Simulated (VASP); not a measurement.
# Mg in VASP: a series of runs

Runs on Mg. Level: PBE. Tasks: single point, relaxation of cell and atoms.

Program: VASP 6.6.1. These are calculated values, not measurements. Logs are shortened: lines on timing, memory, paths and dates and some standing lists are left out, and cuts for length are marked.

## 1. The cell of the first run

The cell holds a disordered packing, 13 atoms: a = 5.464 Å, b = 7.785 Å, c = 7.641 Å, α = 89.43°, β = 74.76°, γ = 80.01°.

## 2. Single point, PBE

The input, INCAR:

```
SYSTEM = Mg
PREC = Accurate
ENCUT = 520
EDIFF = 1E-6
ISMEAR = 0
SIGMA = 0.1
LREAL = .False.
LASPH = .True.
NELM = 100
ALGO = Normal
ISIF = 2
LWAVE = .False.
LCHARG = .False.
GGA = PE
NBANDS = 25
ISYM = 0
```

The input, KPOINTS:

```
Automatic mesh
0
Gamma
  2 2 2
  0.5 0.5 0.5
```

The input, POSCAR:

```
Mg
1.0
    5.3600475406      0.6239956859      0.8546347563
    0.4657085854      7.7705031839      0.0362618585
    0.8376220048     -0.0093710688      7.5946269113
Mg
13
Direct
    0.2826752110      1.0203762292      0.8720979726
    0.1332977546      0.4070075760      0.4873838145
    0.4662874560      0.2818457037      0.1003988488
    0.6489274517      0.5437611712      0.3287609173
    0.1696872962      0.7271031521      0.6843401570
    0.0432416928      0.4145329804      0.9345110941
    0.7291183744      0.8598990037      0.0366216068
    0.7640851603      0.8360360159      0.5158823235
    0.2040200907      0.7042009586      0.1628398554
    0.3227690160      0.0105491817      0.4116091436
    0.8886497246      0.1494329352      0.2672103287
    0.7986663331      0.1565712811      0.7130962006
    0.6106768775      0.5529438476      0.7887576510
```

Potentials or basis: VASP PAW PBE potentials, release 64 (Mg).

On the command line:

```
$ cat potpaw_PBE.64/Mg/POTCAR > POTCAR
$ mpirun -np 1 vasp_std > vasp.out
```

OUTCAR:

```text
SYSTEM = Mg
   PREC = Accurate
   ENCUT = 520
   EDIFF = 1E-6
   ISMEAR = 0
   LREAL = .False.
   LASPH = .True.
   NELM = 100
   ISIF = 2
   GGA = PE
   ISYM = 0

 ion  position               nearest neighbor table
   1  0.283  0.020  0.872-   5 2.94   7 3.10   6 3.11  12 3.12   3 3.15  12 3.21  11 3.26   9 3.31
                             8 3.37   7 3.40  10 3.47
   2  0.133  0.407  0.487-   5 2.99  10 3.09   3 3.10  12 3.10   4 3.12  13 3.20   4 3.21  11 3.29
                             6 3.32   9 3.37   8 3.57
   3  0.466  0.282  0.100-   6 2.95  11 2.95   2 3.10  12 3.10   4 3.14   1 3.15  10 3.20  13 3.20
                             7 3.33   9 3.34   6 3.41  11 3.41
   4  0.649  0.544  0.329-   8 2.94   9 3.10  11 3.11   2 3.12   3 3.14   2 3.21   6 3.26   7 3.31
                             5 3.36   9 3.41  13 3.47
   5  0.170  0.727  0.684-   8 2.85  13 2.85   1 2.94   2 2.99  10 3.09   6 3.14   7 3.15   4 3.36
                             8 3.41  13 3.45  12 3.57
   6  0.043  0.415  0.935-  13 2.91   3 2.95   1 3.11   5 3.14   9 3.24   4 3.26  11 3.29  12 3.30
                             2 3.32  13 3.37   3 3.41   7 3.59
   7  0.729  0.860  0.037-   9 3.05   1 3.10   5 3.15  10 3.21   9 3.22  11 3.24   4 3.31  13 3.31
                             3 3.33  12 3.36   1 3.40   6 3.59
   8  0.764  0.836  0.516-   5 2.85  10 2.85   4 2.94  12 2.99  13 3.09  11 3.14   9 3.15   1 3.37
                             5 3.41  10 3.45   2 3.57
   9  0.204  0.704  0.163-   7 3.05   4 3.10   8 3.15  13 3.21   7 3.22   6 3.24   1 3.31  10 3.32
                             3 3.34   2 3.37   4 3.41  11 3.59
  10  0.323  0.011  0.412-   8 2.85  11 2.91   5 3.09   2 3.09   3 3.20  12 3.20   7 3.21   9 3.32
                            11 3.36   8 3.45   1 3.47
  11  0.889  0.149  0.267-  10 2.91   3 2.95   4 3.11   8 3.14   7 3.24   1 3.26   6 3.29   2 3.29
                            12 3.31  10 3.36   3 3.41   9 3.59
  12  0.799  0.157  0.713-   8 2.99  13 3.09   3 3.10   2 3.10   1 3.12  10 3.20   1 3.21   6 3.30
                            11 3.31   7 3.36   5 3.57
  13  0.611  0.553  0.789-   5 2.85   6 2.91  12 3.09   8 3.09   2 3.20   3 3.20   9 3.21   7 3.31
                             6 3.37   5 3.45   4 3.47

IMPORTANT INFORMATION: All symmetrisations will be switched off!
NOSYMM: (Re-)initialisation of all symmetry stuff for point group C_1.

----------------------------------------------------------------------------------------

                                     Primitive cell

  volume of cell :     308.5657

  direct lattice vectors                    reciprocal lattice vectors
     5.360047541  0.623995686  0.854634756     0.191253973 -0.011363899 -0.021107690
     0.465708585  7.770503184  0.036261859    -0.015384158  0.129605147  0.001856661
     0.837622005 -0.009371069  7.594626911    -0.021448642  0.000659974  0.134038453

  length of vectors
     5.463504445  7.784530759  7.640684286     0.192750500  0.130528210  0.135745300

  position of ions in fractional coordinates (direct lattice)
     0.282675211  0.020376229  0.872097973
     0.133297755  0.407007576  0.487383814
     0.466287456  0.281845704  0.100398849
     0.648927452  0.543761171  0.328760917
     0.169687296  0.727103152  0.684340157
     0.043241693  0.414532980  0.934511094
     0.729118374  0.859899004  0.036621607
     0.764085160  0.836036016  0.515882324
     0.204020091  0.704200959  0.162839855
     0.322769016  0.010549182  0.411609144
     0.888649725  0.149432935  0.267210329
     0.798666333  0.156571281  0.713096201
     0.610676877  0.552943848  0.788757651

  ion indices of the primitive-cell ions
   primitive index   ion index
                 1           1
                 2           2
                 3           3
                 4           4
                 5           5
                 6           6
                 7           7
                 8           8
                 9           9
                10          10
                11          11
                12          12
                13          13

----------------------------------------------------------------------------------------

 KPOINTS: Automatic mesh

Automatic generation of k-mesh.
 Grid dimensions read from file:
 generate k-points for:    2    2    2

 Generating k-lattice:

  Cartesian coordinates                     Fractional coordinates (reciprocal lattice)
     0.095626987 -0.005681949 -0.010553845     0.500000000 -0.000000000  0.000000000
    -0.007692079  0.064802574  0.000928331    -0.000000000  0.500000000 -0.000000000
    -0.010724321  0.000329987  0.067019226     0.000000000  0.000000000  0.500000000

  Length of vectors
     0.096375250  0.065264105  0.067872650

  Shift w.r.t. Gamma in fractional coordinates (k-lattice)
     0.500000000  0.500000000  0.500000000

 Subroutine IBZKPT returns following result:
 ===========================================

[... 45 lines left out ...]
     AMIX     =   0.40;   BMIX     =  1.00
     AMIX_MAG =   1.60;   BMIX_MAG =  1.00
  volume/ion in A,a.u.               =      23.74       160.18
  Fermi-wavevector in a.u.,A,eV,Ry     =   0.717712  1.356279  7.008500  0.515110
  Thomas-Fermi vector in A             =   1.806462
   LORBIT       =      0    0 simple, 1 ext, 2 COOP (PROOUT), +10 PAW based schemes
   GGA     = PE    functional components
   LHFCALC =     F    Hartree Fock is set to
   AEXX    =    0.0000 exact exchange contribution
   IVDW    =     0    specifies the selected vdW correction
   LEPSILON=     F    determine dielectric tensor
   LRPA    =     F    only Hartree local field effects (RPA)
 non-spin polarized calculation
 Gauss-broadening in eV      SIGMA  =   0.10
  energy-cutoff  :      520.00
  volume of cell :      308.57
 maximum number of plane-waves:      8324
 NGX is ok and might be reduce to    42

 number of electron      26.0000000 magnetization

 Free energy of the ion-electron system (eV)
  ---------------------------------------------------
  ext. energy  EPLUGINS =         0.00000000
  ---------------------------------------------------
  free energy    TOTEN  =       -19.71480524 eV

  energy without entropy =      -19.70965050  energy(sigma->0) =      -19.71222787

 E-fermi :   2.5614     XC(G=0):  -8.3701

 val. band max:        2.4310201760   @ k =   0.2500  -0.2500   0.2500
 cond. band min:       2.6917684471   @ k =  -0.2500  -0.2500   0.2500
 fundamental gap:      0.2607482711
 Fermi energy:         2.5613943082

 k-point     1 :       0.2500    0.2500    0.2500
  band No.  band energies     occupation
      1      -3.8869      2.00000
      2      -2.3587      2.00000
      3      -2.0433      2.00000
      4      -0.5961      2.00000
      5      -0.4692      2.00000
      6      -0.4158      2.00000
[... 17 lines left out ...]
     24       5.4387      0.00000
     25       5.5251      0.00000

 k-point     2 :      -0.2500    0.2500    0.2500
  band No.  band energies     occupation
      1      -3.4683      2.00000
      2      -2.7036      2.00000
      3      -2.5254      2.00000
      4      -1.6480      2.00000
      5      -1.4527      2.00000
      6       0.5233      2.00000
[... 17 lines left out ...]
     24       4.9666      0.00000
     25       5.3456      0.00000

 k-point     3 :       0.2500   -0.2500    0.2500
  band No.  band energies     occupation
      1      -3.7476      2.00000
      2      -2.7679      2.00000
      3      -1.8007      2.00000
      4      -1.0531      2.00000
      5      -0.9419      2.00000
      6      -0.8085      2.00000
[... 17 lines left out ...]
     24       5.6547      0.00000
     25       5.9599      0.00000

 k-point     4 :      -0.2500   -0.2500    0.2500
  band No.  band energies     occupation
      1      -3.6512      2.00000
      2      -2.7734      2.00000
      3      -1.9767      2.00000
      4      -1.3676      2.00000
      5      -1.0659      2.00000
      6      -0.7204      2.00000
[... 17 lines left out ...]
     24       5.6881      0.00000
     25       5.8995      0.00000

------------------------ aborting loop because EDIFF is reached ----------------------------------------

  FORCE on cell =-STRESS in cart. coord.  units (eV):
  Direction    XX          YY          ZZ          XY          YZ          ZX
  --------------------------------------------------------------------------------------
  -------------------------------------------------------------------------------------
  Total       -0.1860320     -0.1318475     -0.1786101      0.0091101      0.0216912      0.0182975
  in kB       -0.9659412     -0.6845966     -0.9274038      0.0473029      0.1126279      0.0950068
  external PRESSURE =      -0.8593139 kB  Pullay stress =       0.0000000 kB

 VOLUME and BASIS-vectors are now :
 -----------------------------------------------------------------------------
  energy-cutoff  :      520.00
  volume of cell :      308.57
      direct lattice vectors                 reciprocal lattice vectors
     5.360047541  0.623995686  0.854634756     0.191253973 -0.011363899 -0.021107690
     0.465708585  7.770503184  0.036261859    -0.015384158  0.129605147  0.001856661
     0.837622005 -0.009371069  7.594626911    -0.021448642  0.000659974  0.134038453

 POSITION                                       TOTAL-FORCE (eV/Angst)
 -----------------------------------------------------------------------------------
      2.25513      0.32655      6.86558         0.002718      0.000913     -0.001266
      1.31227      3.24126      3.83018         0.000753      0.003482      0.000090
      2.71468      2.48010      1.17122         0.001975     -0.000021     -0.002332
      4.00689      4.62715      3.07113        -0.001105     -0.002880     -0.003872
      1.82137      5.74943      5.36869        -0.000383      0.004968     -0.000378
      1.20760      3.23936      7.14925         0.004414     -0.000046     -0.001096
      4.33925      7.13647      0.93244        -0.000092      0.001039      0.000926
      4.91700      6.96837      4.60126        -0.001644      0.001900      0.005652
      1.55791      5.59778      1.43661        -0.002302     -0.003080      0.006849
      2.07974      0.27952      3.40225         0.000401     -0.002161     -0.000646
      5.05662      1.71318      2.79425        -0.003313     -0.001821     -0.007777
      4.95111      1.70832      6.10395         0.002726     -0.002668      0.001273
      4.19145      4.67032      6.53228        -0.004148      0.000375      0.002576
 -----------------------------------------------------------------------------------
    total drift:                               -0.000001      0.000000     -0.000000

  FREE ENERGIE OF THE ION-ELECTRON SYSTEM (eV)
  ---------------------------------------------------
  free  energy   TOTEN  =       -19.7148052436 eV

  energy  without entropy=      -19.7096505029  energy(sigma->0) =      -19.71222787
```

Run time: 30 s. Hardware: 1 thread of AMD EPYC 9R45 (Zen 5), shared host; peak memory 0.32 GiB.

What came out:

| Item | Value |
| --- | --- |
| Free energy | -19.7148 eV |
| Pressure | -0.1 GPa |
| Largest force | 0.009 eV/Å |
| Band gap on the k mesh | zero (bands 13 and 14 overlap by 0.76 eV) |

Forces in eV/Å, atoms in the order of the input:
```
Mg   0.003  0.001 -0.001
Mg   0.001  0.003  0.000
Mg   0.002  0.000 -0.002
Mg  -0.001 -0.003 -0.004
Mg   0.000  0.005  0.000
Mg   0.004  0.000 -0.001
Mg   0.000  0.001  0.001
Mg  -0.002  0.002  0.006
Mg  -0.002 -0.003  0.007
Mg   0.000 -0.002 -0.001
Mg  -0.003 -0.002 -0.008
Mg   0.003 -0.003  0.001
Mg  -0.004  0.000  0.003
```

Levels at points of the mesh, in eV from the Fermi level:
```
           k point  band 9  band 10  band 11  band 12  band 13  band 14  band 15  band 16  band 17  band 18
(0.25, 0.25, 0.25)   -2.65    -2.40    -1.49    -1.38     0.63     0.76     1.21     1.45     1.84     1.94
```

Caveat: the k points lie up to 0.61 Å⁻¹ apart, too coarse for converged energies and pressures of a metal.

## 3. Single point, PBE

This run uses another cell than the first one, of the same volume but with other edges.

The input, INCAR:

```
  PREC = Accurate
  ENCUT = 520
  EDIFF = 1E-6
  ISMEAR = 0
  SIGMA = 0.1
  LREAL = F
  LASPH = T
  NELM = 60
  ALGO = Normal
  ISIF = 2
  LWAVE = F
  LCHARG = T
  GGA = PE
  LELF = T
  LVHAR = T
  NBANDS = 25
  ISYM = 0
```

The input, KPOINTS:

```
regular mesh
0
Gamma
  4 3 3
```

The input, POSCAR:

```
Mg
1.0
    5.6536739176      0.4805291902      0.8982174679
    0.2739986972      7.7530107088      0.1088158896
    0.9990509588      0.0329327487      7.2279468973
Mg
13
Direct
    0.3084375081      0.0267889854      0.8659694128
    0.0939225355      0.4193976975      0.4761527417
    0.4663259519      0.2818674117      0.1002548677
    0.6240771773      0.5369037830      0.3346274739
    0.1758664574      0.7297475732      0.6825235123
    0.0391392648      0.4187866998      0.9409071785
    0.7305770059      0.8519677538      0.0391785036
    0.7568752621      0.8339235084      0.5179526934
    0.2021615321      0.7117708716      0.1613228192
    0.3295944112      0.0200813065      0.4091574171
    0.8934476284      0.1449791255      0.2596888830
    0.8385728137      0.1443464558      0.7243419851
    0.6031048904      0.5436988642      0.7914324255
```

Potentials or basis: VASP PAW PBE potentials, release 64 (Mg).

On the command line:

```
$ cat potpaw_PBE.64/Mg/POTCAR > POTCAR
$ mpirun -np 1 vasp_std > vasp.out
```

Run time: 97 s. Hardware: 1 thread of AMD EPYC 9R45 (Zen 5), shared host; peak memory 0.39 GiB.

Results (log left out):

* Free energy: -18.9303 eV
* Pressure: -0.1 GPa
* Largest force: 0.033 eV/Å
* Band gap on the k mesh: zero (bands 13 and 14 overlap by 0.88 eV)

Forces in eV/Å, atoms in the order of the input:
```
Mg  -0.006  0.003 -0.008
Mg  -0.004  0.023 -0.023
Mg   0.000  0.000  0.000
Mg   0.007 -0.002  0.008
Mg   0.006 -0.010 -0.005
Mg   0.001 -0.019  0.011
Mg   0.003 -0.011  0.008
Mg  -0.007  0.011  0.006
Mg  -0.004  0.011 -0.008
Mg   0.004  0.001  0.007
Mg   0.000  0.018 -0.012
Mg   0.005 -0.023  0.024
Mg  -0.005 -0.001 -0.008
```

Stress tensor (GPa, compression positive):
```
-0.13 -0.17 -0.15
-0.17 -0.16 -0.01
-0.15 -0.01 -0.06
```

Levels at points of the mesh, in eV from the Fermi level:
```csv
k point,band 11,band 12,band 13,band 14,band 15,band 16
"(0.00, 0.00, 0.00)",-1.29,-1.17,-0.95,-0.39,-0.18,0.57
"(0.50, 0.00, 0.00)",-1.49,-1.43,-1.22,-0.50,0.48,0.54
```

## 4. Relaxation of cell and atoms, PBE

The input, INCAR:

```
SYSTEM = Mg
  PREC = Accurate
  ENCUT = 600
  EDIFF = 1E-7
  ISMEAR = 0
  SIGMA = 0.1
  LREAL = .FALSE.
  LASPH = .TRUE.
  NELM = 100
  ALGO = Normal
  ISIF = 3
  LWAVE = .FALSE.
  LCHARG = .FALSE.
  GGA = PE
  IBRION = 2
  NSW = 45
  EDIFFG = -0.04
  ISYM = 0
```

The input, KPOINTS:

```
Automatic mesh
0
G
  4 3 3
  0 0 0
```

The input, POSCAR:

```
Mg
1.0
    5.3600475406      0.6239956859      0.8546347563
    0.4657085854      7.7705031839      0.0362618585
    0.8376220048     -0.0093710688      7.5946269113
Mg
13
Direct
    0.2826752110      0.0203762292      0.8720979726
    0.1332977546      0.4070075760      0.4873838145
    0.4662874560      0.2818457037      0.1003988488
    0.6489274517      0.5437611712      0.3287609173
    0.1696872962      0.7271031521      0.6843401570
    0.0432416928      0.4145329804      0.9345110941
    0.7291183744      0.8598990037      0.0366216068
    0.7640851603      0.8360360159      0.5158823235
    0.2040200907      0.7042009586      0.1628398554
    0.3227690160      0.0105491817      0.4116091436
    0.8886497246      0.1494329352      0.2672103287
    0.7986663331      0.1565712811      0.7130962006
    0.6106768775      0.5529438476      0.7887576510
```

On the command line:

```
$ cat potpaw_PBE.64/Mg/POTCAR > POTCAR
$ mpirun -np 1 vasp_std > vasp.out
```

Run time: 16 min. Hardware: 1 thread of AMD EPYC 9R45 (Zen 5), shared host; peak memory 0.53 GiB.

Results (log left out):

```
Free energy                           : -18.9288 eV
Relaxed volume                        : 23.74 Å³/atom
Relaxed cell                          : a = 5.690 Å, b = 7.832 Å, c = 7.274 Å, α = 88.26°, β = 73.21°, γ = 84.01°
Space group after relaxing (to 0.1 Å) : P-1 (No. 2)
Energy gained by relaxing             : 27.2 meV/atom
Ionic steps                           : 17
Pressure after relaxing               : 0.0 GPa
Largest force after relaxing          : 0.031 eV/Å
Band gap on the k mesh                : zero (bands 13 and 14 overlap by 0.99 eV)
```

Forces in eV/Å, atoms in the order of the input:
```
Mg   0.022  0.008  0.013
Mg  -0.003 -0.004 -0.005
Mg   0.000  0.000  0.000
Mg  -0.024 -0.008 -0.013
Mg  -0.019  0.011  0.010
Mg  -0.016  0.003  0.015
Mg   0.008 -0.006  0.004
Mg   0.020 -0.011 -0.011
Mg  -0.007  0.007 -0.004
Mg   0.026  0.009 -0.014
Mg   0.016 -0.003 -0.014
Mg   0.002  0.002  0.005
Mg  -0.025 -0.008  0.013
```

Stress tensor (GPa, compression positive):
```
-0.05  0.03 -0.04
 0.03 -0.04 -0.05
-0.04 -0.05 -0.05
```

The path:
```
step  energy change (eV)  largest force (eV/Å)  pressure (GPa)  volume (Å³)
   1              0.0000                0.0516            0.12       308.57
   2             -0.1691                0.1171           -0.11       309.23
   3             -0.2172                0.1637           -0.20       309.63
   4             -0.2536                0.1525           -0.07       308.13
   5             -0.2934                0.1417            0.31       304.90
   6             -0.2953                0.1422            0.42       304.07
   7             -0.3230                0.1149            0.02       307.79
   8             -0.3249                0.1070           -0.10       308.97
   9             -0.3327                0.0899           -0.03       308.41
  10             -0.3351                0.0801            0.04       307.88
  11             -0.3393                0.0728           -0.01       308.22
  12             -0.3402                0.0724           -0.04       308.46
  13             -0.3440                0.0552            0.01       308.01
  14             -0.3473                0.0528            0.11       307.10
  15             -0.3502                0.0491           -0.06       308.67
  16             -0.3505                0.0481           -0.13       309.38
  17             -0.3530                0.0308           -0.05       308.65
```

Final structure:
```
Mg
1.0
     5.60355    0.43668    0.88670
     0.19600    7.82794    0.15197
     0.98925    0.05646    7.20642
Mg
13
Direct
  0.29776 0.02405 0.86961
  0.10355 0.41644 0.47545
  0.46631 0.28182 0.10030
  0.63512 0.53968 0.33080
  0.18001 0.72457 0.68002
  0.04660 0.41364 0.93688
  0.73095 0.85552 0.03775
  0.75243 0.83921 0.52072
  0.20149 0.70823 0.16282
  0.32095 0.01823 0.41021
  0.88619 0.14999 0.26349
  0.82918 0.14742 0.72505
  0.61156 0.54546 0.79040
```

Levels at points of the mesh, in eV from the Fermi level:
| k point | band 10 | band 11 | band 12 | band 13 | band 14 | band 15 | band 16 | band 17 |
| --- | --- | --- | --- | --- | --- | --- | --- | --- |
| (0.00, 0.00, 0.00) | -1.37 | -1.24 | -1.09 | -0.95 | -0.24 | -0.03 | 0.64 | 0.79 |
| (0.50, 0.00, 0.00) | -1.60 | -1.45 | -1.36 | -1.20 | -0.50 | 0.64 | 0.65 | 1.22 |

## 5. Summary

| task | cell | k mesh | cutoff (eV) | gap on the mesh (eV) | pressure (GPa) | largest force (eV/Å) |
| --- | --- | --- | --- | --- | --- | --- |
| single point | a = 5.464, b = 7.785, c = 7.641 Å, angles 89.4, 74.8, 80.0°, 13 atoms, atomic positions A | 2 × 2 × 2, shifted | 520 | none | -0.1 | 0.01 |
| single point | a = 5.745, b = 7.759, c = 7.297 Å, angles 88.7, 73.1, 83.1°, 13 atoms, atomic positions B | 4 × 3 × 3 | 520 | none | -0.1 | 0.03 |
| relaxation of cell and atoms | relaxed from a = 5.464, b = 7.785, c = 7.641 Å, angles 89.4, 74.8, 80.0°, 13 atoms, atomic positions A | 4 × 3 × 3 | 600 | none | 0.0 | 0.03 |

Alike in all rows: level PBE; potentials or basis VASP PAW PBE potentials, release 64 (Mg); no spin polarisation; smearing gaussian 0.1 eV.

Caveats: some runs use coarse meshes.

Total energies depend on the potentials used, so only differences within one code and one set of settings carry meaning.
